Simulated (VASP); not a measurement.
Runs of VASP 6.6.1 on TaN. The structure is that of space group P-62m (No. 189), or close to it. The cells are those of the table. 

```csv
potentials or basis,cell,cutoff (eV),second run,gap on the mesh (eV),pressure (GPa),largest force (eV/Å)
"VASP PAW PBE potentials, release 64 (Ta_pv, N)","a = 5.239, b = 5.239, c = 2.935 Å, angles 90.0, 90.0, 120.0°, 6 atoms",520,-,none,-10.5,0.11
"VASP PAW PBE potentials, release 64 (Ta_sv_GW, N)","a = 5.152, b = 5.152, c = 2.887 Å, angles 90.0, 90.0, 120.0°, 6 atoms",600,valence_matched,none,4.9,(a)
"VASP PAW PBE potentials, release 64 (Ta_pv, N)","a = 5.364, b = 5.364, c = 3.005 Å, angles 90.0, 90.0, 120.0°, 6 atoms",520,-,none,-28.0,0.37
"VASP PAW PBE potentials, release 64 (Ta_pv, N)","a = 5.108, b = 5.108, c = 2.862 Å, angles 90.0, 90.0, 120.0°, 6 atoms",520,-,none,15.6,0.23
"VASP PAW PBE potentials, release 64 (Ta_pv, N)","a = 5.017, b = 5.017, c = 2.811 Å, angles 90.0, 90.0, 120.0°, 6 atoms",520,-,none,(b),(c)
```

Alike in all rows: task single point; level PBEsol; no spin polarisation; k mesh 5 × 5 × 8; smearing fermi-dirac 0.05 eV.

Question: Fill in the values left out.

Answer: (a) 0.10; (b) 39.9; (c) 0.50.

Caveats: the PAW data sets were made with another functional, which shifts forces and pressure a little; spin-orbit coupling is left out, which moves the levels of the heavy elements.

A k mesh can miss the band edges, and the runs leave out spin-orbit coupling on Ta.

A gap of «none» marks levels without a gap at the run's occupations.

The runs don't all hold the same shells in valence.
